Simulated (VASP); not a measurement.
# O in VASP: further runs, part 2 of 2

VASP 6.6.1. The steps go on from the part before.

## Step 4: Single point, PBE+D3(BJ), collinear spin, ferromagnetic start

File INCAR:

```
SYSTEM = O
PREC = Accurate
ENCUT = 520
EDIFF = 1E-6
ISMEAR = -1
SIGMA = 0.02
LREAL = .False.
LASPH = .True.
NELM = 150
ALGO = Normal
ISIF = 2
LWAVE = .False.
LCHARG = .False.
ISPIN = 2
MAGMOM = 0.56 0.56 0.56 0.56 0.56 0.56 0.56 0.56 0.56 0.56 0.56 0.56
LORBIT = 11
GGA = PE
IVDW = 12
NBANDS = 52
```

File KPOINTS:

```
Automatic mesh
0
Gamma
  1 1 1
  0 0 0
```

File POSCAR:

```
O
1.0
    6.0876040000      0.0000000000      0.0000000000
    0.0000000000      6.0876040000      0.0000000000
    0.0000000000      0.0000000000      6.0876040000
O
12
Direct
    0.2634862583      0.2222877835      0.3596488865
    0.3486593412      0.1935244145      0.1758984323
    0.8445030261      0.4044448358      0.1370818470
    0.6781978591      0.5179870438      0.1442932228
    0.8994836064      0.2398316316      0.6307571912
    0.9969768073      0.1242689242      0.7616296986
    0.5731811728      0.8722315052      0.6492373683
    0.4552201490      0.8710980543      0.4889279920
    0.2206122474      0.6387570545      0.9969603805
    0.1750606643      0.5729347704      0.8145076454
    0.9805171296      0.7538269572      0.3661703357
    0.9381194966      0.9329943275      0.2886192992
```

Potentials or basis: VASP PAW PBE potentials, release 64 (O).

Run with:

```bash
$ cat potpaw_PBE.64/O/POTCAR > POTCAR
$ mpirun -np 1 vasp_gam > vasp.out
```

OUTCAR:

```text
SYSTEM = O
   PREC = Accurate
   ENCUT = 520
   EDIFF = 1E-6
   ISMEAR = -1
   LREAL = .False.
   LASPH = .True.
   NELM = 150
   ISIF = 2
   ISPIN = 2
   LORBIT = 11
   GGA = PE
   IVDW = 12
 IVDW          = 12

 ion  position               nearest neighbor table
   1  0.263  0.222  0.360-   2 1.25
   2  0.349  0.194  0.176-   1 1.25
   3  0.845  0.404  0.137-   4 1.23
   4  0.678  0.518  0.144-   3 1.23
   5  0.899  0.240  0.631-   6 1.22
   6  0.997  0.124  0.762-   5 1.22
   7  0.573  0.872  0.649-   8 1.21
   8  0.455  0.871  0.489-   7 1.21
   9  0.221  0.639  0.997-  10 1.21
  10  0.175  0.573  0.815-   9 1.21
  11  0.981  0.754  0.366-  12 1.22
  12  0.938  0.933  0.289-  11 1.22

  LATTYP: Found a simple cubic cell.
 ALAT       =     6.0876040000

  Lattice vectors:

 A1 = (   6.0876040000,   0.0000000000,   0.0000000000)
 A2 = (   0.0000000000,   6.0876040000,   0.0000000000)
 A3 = (   0.0000000000,   0.0000000000,   6.0876040000)

Analysis of symmetry for initial positions (statically):
=====================================================================
 Subroutine PRICEL returns:
 Original cell was already a primitive cell.

 Routine SETGRP: Setting up the symmetry group for a
 simple cubic supercell.

 Subroutine GETGRP returns: Found  1 space group operations
 (whereof  1 operations were pure point group operations)
 out of a pool of 48 trial point group operations.

The static configuration has the point symmetry C_1 .

Analysis of symmetry for dynamics (positions and initial velocities):
=====================================================================
 Subroutine PRICEL returns:
 Original cell was already a primitive cell.

 Routine SETGRP: Setting up the symmetry group for a
 simple cubic supercell.

 Subroutine GETGRP returns: Found  1 space group operations
 (whereof  1 operations were pure point group operations)
 out of a pool of 48 trial point group operations.

The dynamic configuration has the point symmetry C_1 .

Analysis of structural, dynamic, and magnetic symmetry:
=====================================================================
 Subroutine PRICEL returns:
 Original cell was already a primitive cell.

 Routine SETGRP: Setting up the symmetry group for a
 simple cubic supercell.

 Subroutine GETGRP returns: Found  1 space group operations
 (whereof  1 operations were pure point group operations)
 out of a pool of 48 trial point group operations.

The overall configuration has the point symmetry C_1 .

 Subroutine INISYM returns: Found  1 space group operations
 (whereof  1 operations are pure point group operations),
 and found     1 'primitive' translations

----------------------------------------------------------------------------------------

                                     Primitive cell

  volume of cell :     225.6000

  direct lattice vectors                    reciprocal lattice vectors
     6.087604000  0.000000000  0.000000000     0.164268241  0.000000000  0.000000000
     0.000000000  6.087604000  0.000000000     0.000000000  0.164268241  0.000000000
     0.000000000  0.000000000  6.087604000     0.000000000  0.000000000  0.164268241

  length of vectors
     6.087604000  6.087604000  6.087604000     0.164268241  0.164268241  0.164268241

  position of ions in fractional coordinates (direct lattice)
     0.263486258  0.222287784  0.359648886
[... 102 lines left out ...]
   IVDW    =    12    specifies the selected vdW correction
   LEPSILON=     F    determine dielectric tensor
   LRPA    =     F    only Hartree local field effects (RPA)
 spin polarized calculation
  energy-cutoff  :      520.00
  volume of cell :      225.60
 maximum number of plane-waves:      3022
 NGX is ok and might be reduce to    48
   NGX = 23   NGY = 23   NGZ = 23

 number of electron      72.0000000 magnetization       6.7200000

 number of electron      72.0000005 magnetization      12.0010309

 Free energy of the ion-electron system (eV)
  ---------------------------------------------------
  ext. energy  EPLUGINS =         0.00000000
  ---------------------------------------------------
  free energy    TOTEN  =       -58.78965480 eV

  energy without entropy =      -58.78965480  energy(sigma->0) =      -58.78965480

 E-fermi :  -2.1775     XC(G=0):  -6.9403

 val. band max:       -2.7149952186   @ k =   0.0000   0.0000   0.0000
 cond. band min:      -1.2338922513   @ k =   0.0000   0.0000   0.0000
 fundamental gap:      1.4811029673
 Fermi energy:        -2.1774709811

 spin component 1

 k-point     1 :       0.0000    0.0000    0.0000
  band No.  band energies     occupation
      1     -29.1772      1.00000
      2     -29.1060      1.00000
      3     -29.0294      1.00000
      4     -28.9871      1.00000
      5     -28.8063      1.00000
      6     -28.4113      1.00000
[... 40 lines left out ...]
     47       6.2351      0.00000
     48       6.5751      0.00000
 Fermi energy:        -2.1774709811

 spin component 2

 k-point     1 :       0.0000    0.0000    0.0000
  band No.  band energies     occupation
      1     -27.9787      1.00000
      2     -27.9028      1.00000
      3     -27.8249      1.00000
      4     -27.7807      1.00000
      5     -27.5932      1.00000
      6     -27.1801      1.00000
[... 40 lines left out ...]
     47       6.9726      0.00000
     48       7.2963      0.00000
 [bands above 48 left out]

------------------------ aborting loop because EDIFF is reached ----------------------------------------

 Edisp (eV)   -0.50348

 E8    (eV) :    -0.1201

  FORCE on cell =-STRESS in cart. coord.  units (eV):
  Direction    XX          YY          ZZ          XY          YZ          ZX
  --------------------------------------------------------------------------------------
  -------------------------------------------------------------------------------------
  Total       3.21476     4.41136     3.89115    -0.05127    -0.22431     2.17772
  in kB      22.83071    31.32880    27.63439    -0.36412    -1.59300    15.46584
  external pressure =       27.26 kB  Pullay stress =        0.00 kB

 VOLUME and BASIS-vectors are now :
 -----------------------------------------------------------------------------
  energy-cutoff  :      520.00
  volume of cell :      225.60
      direct lattice vectors                 reciprocal lattice vectors
     6.087604000  0.000000000  0.000000000     0.164268241  0.000000000  0.000000000
     0.000000000  6.087604000  0.000000000     0.000000000  0.164268241  0.000000000
     0.000000000  0.000000000  6.087604000     0.000000000  0.000000000  0.164268241

 POSITION                                       TOTAL-FORCE (eV/Angst)
 -----------------------------------------------------------------------------------
      1.60400      1.35320      2.18940         0.508893      0.330097     -0.965330
      2.12250      1.17810      1.07080        -0.409286      0.050179      0.756219
      5.14100      2.46210      0.83450         0.137210     -0.439593     -0.075183
      4.12860      3.15330      0.87840        -0.373843      0.238303     -0.061307
      5.47570      1.46000      3.83980        -0.685218      0.723290     -0.539501
      6.06920      0.75650      4.63650         0.530713     -0.700942      0.719080
      3.48930      5.30980      3.95230         0.919218     -0.031529      1.375298
      2.77120      5.30290      2.97640        -0.789313     -0.344275     -1.167540
      1.34300      3.88850      6.06910         0.479758      0.605852      1.279516
      1.06570      3.48780      4.95840        -0.266515     -0.442215     -1.416330
      5.96900      4.58900      2.22910         0.366128     -0.940932      0.735620
      5.71090      5.67970      1.75700        -0.417745      0.951766     -0.640541
 -----------------------------------------------------------------------------------
    total drift:                               -0.002163      0.001282     -0.001201

  FREE ENERGIE OF THE ION-ELECTRON SYSTEM (eV)
  ---------------------------------------------------
  free  energy   TOTEN  =       -59.2931302345 eV

  energy  without entropy=      -59.2931302345  energy(sigma->0) =      -59.29313023

 total charge

# of ion       s       p       d       tot
------------------------------------------
    1        1.614   3.263   0.000   4.877
    2        1.612   3.262   0.000   4.874
    3        1.613   3.290   0.000   4.904
    4        1.613   3.289   0.000   4.902
    5        1.613   3.302   0.000   4.915
    6        1.612   3.302   0.000   4.914
    7        1.612   3.312   0.000   4.924
    8        1.614   3.312   0.000   4.926
    9        1.613   3.310   0.000   4.923
   10        1.613   3.310   0.000   4.923
   11        1.614   3.307   0.000   4.921
   12        1.614   3.308   0.000   4.921
--------------------------------------------------
tot         19.357  39.567   0.000  58.924

 magnetization (x)

# of ion       s       p       d       tot
------------------------------------------
    1        0.011   0.811   0.000   0.822
    2        0.011   0.802   0.000   0.813
    3        0.011   0.803   0.000   0.814
    4        0.011   0.800   0.000   0.811
    5        0.011   0.803   0.000   0.814
    6        0.011   0.796   0.000   0.806
    7        0.010   0.791   0.000   0.801
    8        0.011   0.803   0.000   0.813
    9        0.011   0.802   0.000   0.813
   10        0.010   0.797   0.000   0.807
   11        0.011   0.803   0.000   0.813
   12        0.011   0.797   0.000   0.808
--------------------------------------------------
tot          0.127   9.608   0.000   9.736
```

It took 73 s on 1 thread of Intel Xeon 8259CL, shared host; peak memory 0.38 GiB.

What came out:

* Free energy: -59.2931 eV
* Pressure: 2.7 GPa
* Largest force: 1.655 eV/Å
* Net moment: 12.00 μB per cell
* Site moments: O +0.82, +0.81, +0.80 (each value once) μB
* Valence electrons inside the program's atomic spheres: O 4.88, 4.87, 4.90, 4.92, 4.91, 4.93 (each value once)
* Dispersion energy per atom: -0.042 eV

Forces on the atoms (eV/Å):
```
O    0.509  0.330 -0.965
O   -0.409  0.050  0.756
O    0.137 -0.440 -0.075
O   -0.374  0.238 -0.061
O   -0.685  0.723 -0.540
O    0.531 -0.701  0.719
O    0.919 -0.032  1.375
O   -0.789 -0.344 -1.168
O    0.480  0.606  1.280
O   -0.267 -0.442 -1.416
O    0.366 -0.941  0.736
O   -0.418  0.952 -0.641
```

Stress tensor (GPa, compression positive):
```
 2.28 -0.04  1.55
-0.04  3.13 -0.16
 1.55 -0.16  2.76
```

Caveat: the k points lie up to 1.03 Å⁻¹ apart; the standard files for N, O and F lose accuracy on very short bonds.

## Step 5: Overview

| cell | pressure (GPa) | moment (μB) | largest force (eV/Å) |
| --- | --- | --- | --- |
| as given, atomic positions A | 2.2 | 12.00 | 1.14 |
| as given, atomic positions B | 2.2 | 12.00 | 3.85 |
| as given, atomic positions C | 2.7 | 12.00 | 1.65 |

Alike in all rows: task single point; level PBE+D3(BJ); potentials or basis VASP PAW PBE potentials, release 64 (O); spin collinear, ferromagnetic start; k mesh 1 × 1 × 1; cutoff (eV) 520; smearing fermi-dirac 0.02 eV.

Caveats: all runs use coarse meshes; the standard files for N, O and F lose accuracy on very short bonds.

Absolute energies hang on the potentials; compare differences alone.
